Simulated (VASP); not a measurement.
# Pd (Fm-3m) in VASP: further runs

Runs on Pd. Level: PBE. Tasks: single point.

Everything below comes from runs of VASP 6.6.1. Logs are shortened: lines on timing, memory, paths and dates and some standing lists are left out, and cuts for length are marked.

### Step 1. The cell of the first run

Symmetry: Fm-3m, No. 225, cubic system. The conventional cell has a = 3.893 Å, b = 3.893 Å, c = 3.893 Å, α = 90.00°, β = 90.00°, γ = 90.00°. Pd (site symmetry m-3m) has 12 Pd at 2.75 Å within 3.6 Å.

### Step 2. Single point, PBE

Contents of INCAR:

```
SYSTEM = Pd
  ALGO = Normal
  EDIFF = 1E-6
  ENCUT = 520
  GGA = PE
  ISIF = 2
  ISMEAR = 0
  LASPH = .TRUE.
  LCHARG = .TRUE.
  LELF = .TRUE.
  LREAL = .FALSE.
  LVHAR = .TRUE.
  LWAVE = .FALSE.
  NBANDS = 11
  NELM = 80
  PREC = Accurate
  SIGMA = 0.026000000000000002
```

Contents of KPOINTS:

```
k-points
0
G
  12 12 12
  0 0 0
```

Contents of POSCAR:

```
Pd
1.0
    0.0000000000      1.9465000000      1.9465000000
    1.9465000000      0.0000000000      1.9465000000
    1.9465000000      1.9465000000      0.0000000000
Pd
1
Direct
    0.0000000000      0.0000000000      0.0000000000
```

Potentials or basis: VASP PAW PBE potentials, release 64 (Pd).

The run is started by

```sh
> cat potpaw_PBE.64/Pd/POTCAR > POTCAR
> mpirun -np 1 vasp_std > vasp.out
```

OUTCAR:

```text
SYSTEM = Pd
   EDIFF = 1E-6
   ENCUT = 520
   GGA = PE
   ISIF = 2
   ISMEAR = 0
   LASPH = .TRUE.
   LREAL = .FALSE.
   NELM = 80
   PREC = Accurate

 ion  position               nearest neighbor table
   1  0.000  0.000  0.000-

  LATTYP: Found a face centered cubic cell.
 ALAT       =     3.8930000000

  Lattice vectors:

 A1 = (   0.0000000000,   1.9465000000,   1.9465000000)
 A2 = (   1.9465000000,   0.0000000000,   1.9465000000)
 A3 = (   1.9465000000,   1.9465000000,   0.0000000000)

Analysis of symmetry for initial positions (statically):
[... 33 lines left out ...]
                                     Primitive cell

  volume of cell :      14.7500

  direct lattice vectors                    reciprocal lattice vectors
     0.000000000  1.946500000  1.946500000    -0.256871307  0.256871307  0.256871307
     1.946500000  0.000000000  1.946500000     0.256871307 -0.256871307  0.256871307
     1.946500000  1.946500000  0.000000000     0.256871307  0.256871307 -0.256871307

  length of vectors
     2.752766699  2.752766699  2.752766699     0.444914156  0.444914156  0.444914156

  position of ions in fractional coordinates (direct lattice)
     0.000000000  0.000000000  0.000000000

  ion indices of the primitive-cell ions
   primitive index   ion index
                 1           1

----------------------------------------------------------------------------------------

 KPOINTS: k-points

Automatic generation of k-mesh.
 Grid dimensions read from file:
 generate k-points for:   12   12   12

 Generating k-lattice:

  Cartesian coordinates                     Fractional coordinates (reciprocal lattice)
    -0.021405942  0.021405942  0.021405942     0.083333333  0.000000000  0.000000000
     0.021405942 -0.021405942  0.021405942     0.000000000  0.083333333  0.000000000
     0.021405942  0.021405942 -0.021405942     0.000000000  0.000000000  0.083333333

  Length of vectors
     0.037076180  0.037076180  0.037076180

  Shift w.r.t. Gamma in fractional coordinates (k-lattice)
     0.000000000  0.000000000  0.000000000

 Subroutine IBZKPT returns following result:
 ===========================================

 Found     72 irreducible k-points:

 Following reciprocal coordinates:
            Coordinates               Weight
  0.000000  0.000000  0.000000      1.000000
  0.083333  0.000000  0.000000      8.000000
  0.166667  0.000000  0.000000      8.000000
  0.250000  0.000000  0.000000      8.000000
  0.333333  0.000000  0.000000      8.000000
  0.416667  0.000000  0.000000      8.000000
[... 16 lines left out ...]
  0.500000  0.166667  0.000000     24.000000
 -0.416667  0.166667  0.000000     24.000000
 [... further k-points ...]
   k-points           NKPTS =     72   k-points in BZ     NKDIM =     72   number of bands    NBANDS=     11
   number of dos      NEDOS =    301   number of ions     NIONS =      1
   total plane-waves  NPLWV =   8000
   dimension x,y,z NGX =    20 NGY =   20 NGZ =   20
   dimension x,y,z NGXF=    40 NGYF=   40 NGZF=   40
   ions per type =               1
   NGX,Y,Z   is equivalent  to a cutoff of  12.08, 12.08, 12.08 a.u.
   NGXF,Y,Z  is equivalent  to a cutoff of  24.16, 24.16, 24.16 a.u.
 SYSTEM =  Pd
   PREC   = accura    normal or accurate (medium, high low for compatibility)
   ISTART =      0    job   : 0-new  1-cont  2-samecut
   ICHARG =      2    charge: 1-file 2-atom 10-const
   ISPIN  =      1    spin polarized calculation?
   LNONCOLLINEAR =      F non collinear calculations
   LSORBIT =      F    spin-orbit coupling
   LASPH  =      T    aspherical Exc in radial PAW
   ENCUT  =  520.0 eV  38.22 Ry    6.18 a.u.   5.12  5.12  5.12*2*pi/ulx,y,z
   NELM   =     80;   NELMIN=  2; NELMDL= -5     # of ELM steps
   EDIFF  = 0.1E-05   stopping-criterion for ELM
   LREAL  =      F    real-space projection
   EDIFFG = 0.1E-04   stopping-criterion for IOM
   NSW    =      0    number of steps for IOM
   IBRION =     -1    ionic relax: 0-MD 1-quasi-New 2-CG
   NFREE  =      0    steps in history (QN), initial steepest desc. (CG)
   ISIF   =      2    stress and relaxation
   ISYM   =      2    0-nonsym 1-usesym 2-fastsym
   POTIM  = 0.5000    time-step for ionic-motion
   TEBEG  =    0.0;   TEEND  =   0.0 temperature during run
   PSTRESS=    0.0 pullay stress
   NELECT =      10.0000    total number of electrons
   NUPDOWN=      -1.0000    fix difference up-down
   EMIN   =  10.00;   EMAX   =-10.00  energy-range for DOS
   EFERMI =   0.00;   METHOD = LEGACY
   ISMEAR =     0;   SIGMA  =   0.03  broadening in eV -4-tet -1-fermi 0-gaus
   EFERMI_NEDOS =   21; number of points for ismear=-14 and -15
   IALGO  =     38    algorithm
   IMIX   =      4    mixing-type and parameters
     AMIX     =   0.40;   BMIX     =  1.00
     AMIX_MAG =   1.60;   BMIX_MAG =  1.00
  volume/ion in A,a.u.               =      14.75        99.54
  Fermi-wavevector in a.u.,A,eV,Ry     =   1.438171  2.717748 28.141404  2.068335
  Thomas-Fermi vector in A             =   2.557167
   LORBIT       =      0    0 simple, 1 ext, 2 COOP (PROOUT), +10 PAW based schemes
   GGA     = PE    functional components
   LHFCALC =     F    Hartree Fock is set to
   AEXX    =    0.0000 exact exchange contribution
   IVDW    =     0    specifies the selected vdW correction
   LEPSILON=     F    determine dielectric tensor
   LRPA    =     F    only Hartree local field effects (RPA)
 non-spin polarized calculation
 Gauss-broadening in eV      SIGMA  =   0.03
  energy-cutoff  :      520.00
  volume of cell :       14.75
 maximum number of plane-waves:       415
   NGX = 11   NGY = 11   NGZ = 11

 number of electron      10.0000000 magnetization

 number of electron       9.9999999 magnetization

 Free energy of the ion-electron system (eV)
  ---------------------------------------------------
  ext. energy  EPLUGINS =         0.00000000
  ---------------------------------------------------
  free energy    TOTEN  =        -5.20834025 eV

  energy without entropy =       -5.20641704  energy(sigma->0) =       -5.20737864

 E-fermi :   9.7466     XC(G=0): -13.1864

 val. band max:        9.7463199576   @ k =  -0.4167   0.3333   0.0833
 cond. band min:       9.7477239070   @ k =   0.5000   0.0000   0.0000
 fundamental gap:      0.0014039494
 Fermi energy:         9.7465842040

 k-point     1 :       0.0000    0.0000    0.0000
  band No.  band energies     occupation
      1       2.6435      2.00000
      2       6.9351      2.00000
      3       6.9351      2.00000
      4       6.9351      2.00000
      5       8.5473      2.00000
      6       8.5473      2.00000
      7      26.9750      0.00000
      8      31.7554      0.00000
      9      31.7554      0.00000
     10      31.7554      0.00000
     11      35.9822      0.00000

 k-point     2 :       0.0833    0.0000    0.0000
  band No.  band energies     occupation
      1       2.8938      2.00000
      2       6.8494      2.00000
      3       7.0200      2.00000
      4       7.0200      2.00000
      5       8.5084      2.00000
      6       8.5084      2.00000
      7      27.2263      0.00000
      8      30.2604      0.00000
      9      32.0418      0.00000
     10      32.0418      0.00000
     11      36.0546      0.00000

 k-point     3 :       0.1667    0.0000    0.0000
  band No.  band energies     occupation
      1       3.5709      2.00000
      2       6.7018      2.00000
      3       7.1917      2.00000
      4       7.1917      2.00000
      5       8.4826      2.00000
      6       8.4826      2.00000
      7      27.0412      0.00000
      8      28.2879      0.00000
      9      32.7861      0.00000
     10      32.7861      0.00000
     11      35.9806      0.00000

 k-point     4 :       0.2500    0.0000    0.0000
  band No.  band energies     occupation
      1       4.3259      2.00000
      2       6.9096      2.00000
      3       7.2280      2.00000
      4       7.2280      2.00000
      5       8.6968      2.00000
      6       8.6968      2.00000
      7      24.3129      0.00000
      8      28.0223      0.00000
      9      33.4277      0.00000
     10      33.4277      0.00000
     11      35.5857      0.00000

 k-point     5 :       0.3333    0.0000    0.0000
  band No.  band energies     occupation
      1       4.5867      2.00000
      2       7.0919      2.00000
      3       7.0919      2.00000
      4       8.0584      2.00000
      5       9.1497      2.00000
      6       9.1497      2.00000
      7      21.2440      0.00000
      8      27.2752      0.00000
      9      32.5890      0.00000
     10      32.5890      0.00000
     11      36.1820      0.00000

 k-point     6 :       0.4167    0.0000    0.0000
  band No.  band energies     occupation
      1       4.5284      2.00000
      2       6.9466      2.00000
      3       6.9466      2.00000
      4       9.5757      2.00000
      5       9.5757      2.00000
      6       9.7796      0.07218
      7      18.4647      0.00000
      8      26.5890      0.00000
      9      31.3670      0.00000
     10      31.3670      0.00000
     11      36.8589      0.00000

 k-point     7 :       0.5000    0.0000    0.0000
  band No.  band energies     occupation
      1       4.4818      2.00000
      2       6.8893      2.00000
      3       6.8893      2.00000
      4       9.7477      0.95057
      5       9.7477      0.95055
      6      10.7992      0.00000
      7      17.0999      0.00000
      8      26.3357      0.00000
      9      30.8905      0.00000
     10      30.8905      0.00000
     11      36.0347      0.00000

 k-point     8 :       0.0833    0.0833    0.0000
  band No.  band energies     occupation
      1       2.9775      2.00000
      2       6.7531      2.00000
      3       7.0873      2.00000
      4       7.0873      2.00000
      5       8.3614      2.00000
      6       8.6199      2.00000
      7      27.3409      0.00000
      8      30.6906      0.00000
      9      31.5218      0.00000
     10      31.5218      0.00000
     11      36.0517      0.00000
[... 141 lines left out ...]
 k-point    19 :       0.1667    0.1667    0.0000
  band No.  band energies     occupation
      1       3.8819      2.00000
      2       6.2837      2.00000
      3       7.5306      2.00000
      4       7.5306      2.00000
      5       7.9494      2.00000
      6       8.8222      2.00000
      7      28.2926      0.00000
      8      29.3005      0.00000
      9      30.2583      0.00000
     10      30.2583      0.00000
     11      35.9328      0.00000

 k-point    20 :       0.2500    0.1667    0.0000
  band No.  band energies     occupation
      1       4.5296      2.00000
      2       6.0439      2.00000
      3       7.4517      2.00000
      4       7.7656      2.00000
      5       8.2965      2.00000
      6       9.0055      2.00000
      7      26.8723      0.00000
      8      28.6868      0.00000
      9      29.3809      0.00000
     10      30.6764      0.00000
     11      35.3843      0.00000

 k-point    21 :       0.3333    0.1667    0.0000
  band No.  band energies     occupation
      1       5.0445      2.00000
      2       6.1361      2.00000
      3       7.1183      2.00000
      4       7.7794      2.00000
      5       9.3583      2.00000
      6       9.3795      2.00000
      7      23.7640      0.00000
      8      28.0297      0.00000
      9      28.7000      0.00000
     10      30.8834      0.00000
     11      35.7440      0.00000

 k-point    22 :       0.4167    0.1667    0.0000
  band No.  band energies     occupation
      1       5.0767      2.00000
      2       6.5143      2.00000
      3       7.1149      2.00000
      4       7.6408      2.00000
      5       9.7036      1.98064
      6      10.9769      0.00000
      7      20.5893      0.00000
      8      27.0386      0.00000
      9      28.3583      0.00000
     10      30.1136      0.00000
     11      36.0574      0.00000

 k-point    23 :       0.5000    0.1667    0.0000
  band No.  band energies     occupation
      1       5.0397      2.00000
      2       6.4548      2.00000
      3       7.4951      2.00000
      4       7.6438      2.00000
      5       9.7906      0.01662
      6      12.8490      0.00000
      7      17.8792      0.00000
      8      26.1922      0.00000
      9      28.6246      0.00000
     10      29.1502      0.00000
     11      36.0672      0.00000

 k-point    24 :      -0.4167    0.1667    0.0000
  band No.  band energies     occupation
      1       5.0917      2.00000
      2       6.4618      2.00000
      3       7.4260      2.00000
      4       7.8478      2.00000
      5       9.5217      2.00000
      6      13.3999      0.00000
      7      17.3722      0.00000
      8      25.6202      0.00000
      9      28.6580      0.00000
     10      29.6807      0.00000
     11      36.0623      0.00000

 [... further k-points ...]
[... 5 lines left out ...]
  --------------------------------------------------------------------------------------
  -------------------------------------------------------------------------------------
  Total        0.6056575      0.6056575      0.6056575      0.0000000      0.0000000      0.0000000
  in kB       65.7876634     65.7876634     65.7876634      0.0000000      0.0000000      0.0000000
  external PRESSURE =      65.7876634 kB  Pullay stress =       0.0000000 kB

 VOLUME and BASIS-vectors are now :
 -----------------------------------------------------------------------------
  energy-cutoff  :      520.00
  volume of cell :       14.75
      direct lattice vectors                 reciprocal lattice vectors
     0.000000000  1.946500000  1.946500000    -0.256871307  0.256871307  0.256871307
     1.946500000  0.000000000  1.946500000     0.256871307 -0.256871307  0.256871307
     1.946500000  1.946500000  0.000000000     0.256871307  0.256871307 -0.256871307

 POSITION                                       TOTAL-FORCE (eV/Angst)
 -----------------------------------------------------------------------------------
      0.00000      0.00000      0.00000         0.000000     -0.000000      0.000000
 -----------------------------------------------------------------------------------
    total drift:                                0.000000     -0.000000      0.000000

  FREE ENERGIE OF THE ION-ELECTRON SYSTEM (eV)
  ---------------------------------------------------
  free  energy   TOTEN  =        -5.2083402483 eV

  energy  without entropy=       -5.2064170396  energy(sigma->0) =       -5.20737864
```

Wall time 8.6 s (1 thread of Intel Xeon Platinum 8488C (Sapphire Rapids), shared host); peak memory 0.13 GiB.

What came out:

| Quantity | Value |
| --- | --- |
| Free energy | -5.2083 eV |
| Pressure | 6.6 GPa |
| Band gap on the k mesh | zero (band 5 reaches 10.06 eV, above the bottom of band 6 at 8.48 eV) |

### Step 3. Single point, PBE

Contents of INCAR:

```
SYSTEM = Pd
PREC = Accurate ; ENCUT = 520
EDIFF = 1E-7 ; ISMEAR = 0
SIGMA = 0.02 ; LREAL = .False.
LASPH = .True. ; NELM = 80
ALGO = Normal ; ISIF = 2
LWAVE = .False. ; LCHARG = .False.
GGA = PE ; NBANDS = 11
```

Contents of KPOINTS:

```
regular mesh
0
Gamma
  12 12 12
  0 0 0
```

POSCAR is that of step 2.

Potentials or basis: VASP PAW PBE potentials, release 64 (Pd).

The run is started by

```sh
> cat potpaw_PBE.64/Pd/POTCAR > POTCAR
> mpirun -np 1 vasp_std > vasp.out
```

Run time: 8 s. Hardware: 1 thread of Intel Xeon Platinum 8488C (Sapphire Rapids), shared host; peak memory 0.13 GiB.

Results (log left out):

```
Free energy            : -5.2079 eV
Pressure               : 6.6 GPa
Band gap on the k mesh : zero (band 5 reaches 10.06 eV, above the bottom of band 6 at 8.48 eV)
```

Levels at points of the mesh, in eV from the Fermi level:
```
           k point  band 1  band 2  band 3  band 4  band 5  band 6  band 7  band 8  band 9  band 10
(0.00, 0.00, 0.00)   -7.10   -2.81   -2.81   -2.81   -1.20   -1.20   17.23   22.01   22.01    22.01
(0.50, 0.00, 0.00)   -5.27   -2.86   -2.86    0.00    0.00    1.05    7.35   16.59   21.14    21.14
(0.50, 0.50, 0.00)   -5.36   -5.08   -0.03    0.31    0.31    3.38   10.81   13.25   13.25    21.61
```

(Part 1 of 2 ends here.)
